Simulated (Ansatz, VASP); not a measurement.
# Two plane-wave programs on Sb

Contents of POSCAR:

```
Sb
1.0
    0.0000000000      2.3712425216      2.3712425216
    2.3712425216      0.0000000000      2.3712425216
    2.3712425216      2.3712425216      0.0000000000
Sb
1
Direct
    0.0000000000      0.0000000000      0.0000000000
```

INCAR.step1

```
SYSTEM = Sb
ALGO = Normal
EDIFF = 1E-5
ENCUT = 520
GGA = PE
ISIF = 2
ISMEAR = -1
LASPH = .TRUE.
LCHARG = .FALSE.
LREAL = .FALSE.
LWAVE = .TRUE.
NBANDS = 8
NELM = 100
PREC = Accurate
SIGMA = 0.05
```

INCAR.step2

```
SYSTEM = Sb
ALGO = Normal
EDIFF = 1E-7
ENCUT = 520
GGA = PE
HFSCREEN = 0.2079
ISIF = 2
ISMEAR = -1
ISTART = 1
LASPH = .TRUE.
LCHARG = .FALSE.
LHFCALC = .TRUE.
LREAL = .FALSE.
LWAVE = .FALSE.
NBANDS = 8
NELM = 100
PREC = Accurate
PRECFOCK = Normal
SIGMA = 0.05
```

Contents of KPOINTS:

```
k-points
0
G
  5 5 5
  0 0 0
```

File input:

```
crystal:
  lattice:
    - [0.0, 2.3712425216, 2.3712425216]
    - [2.3712425216, 0.0, 2.3712425216]
    - [2.3712425216, 2.3712425216, 0.0]
  atoms:
    - { symbol: Sb, position: [0.0, 0.0, 0.0] }
hamiltonian:
  xc: hse06
  pseudopotentials: { kind: paw }
kpoints:
  mp_grid: { grid: [5, 5, 5] }
  band_path:
    path:
      - [[0.0, 0.0, 0.0], [0.5, 0.0, 0.5], [0.5, 0.25, 0.75], [0.375, 0.375, 0.75], [0.0, 0.0, 0.0], [0.5, 0.5, 0.5], [0.625, 0.25, 0.625], [0.5, 0.25, 0.75], [0.5, 0.5, 0.5], [0.375, 0.375, 0.75]]
      - [[0.625, 0.25, 0.625], [0.5, 0.0, 0.5]]
    npoints: 4
scf:
  occupations: { method: fermi_dirac, width: 0.05 }
  n_extra_bands: 6
output:
  forces: true
  stress: true
  eigenvalues: true
  fatbands: false
```

Alike in both runs: functional HSE06; k mesh 5 × 5 × 5; occupations fermi-dirac, width 0.05 eV; no spin polarisation.

|  | VASP | Ansatz |
| --- | --- | --- |
| version | VASP 6.6.1 | Ansatz 0.2.0 |
| potentials or method | VASP PAW PBE potentials, release 64 (Sb) | Ansatz PAW |
| plane-wave cutoff (eV) | 520 | 420 |
| valence electrons in the cell | 5 | 15 |
| task | single point | band structure |

```csv
,VASP,Ansatz,Ansatz less VASP
gap on the k mesh at the Fermi level (eV),none,none,-
pressure (GPa),-1.2,-0.2,+1.07
```

A gap of «none» marks a metal or a gap that the smearing closes. The functional is the same, so the differences come from potentials, cutoffs and numerics. VASP's potentials hold 5 valence electrons a cell and Ansatz's 15, so a difference there can come from the potentials and not from the codes.

The k mesh is coarse, so the values compare programs but aren't converged. Neither program's run includes spin-orbit coupling.
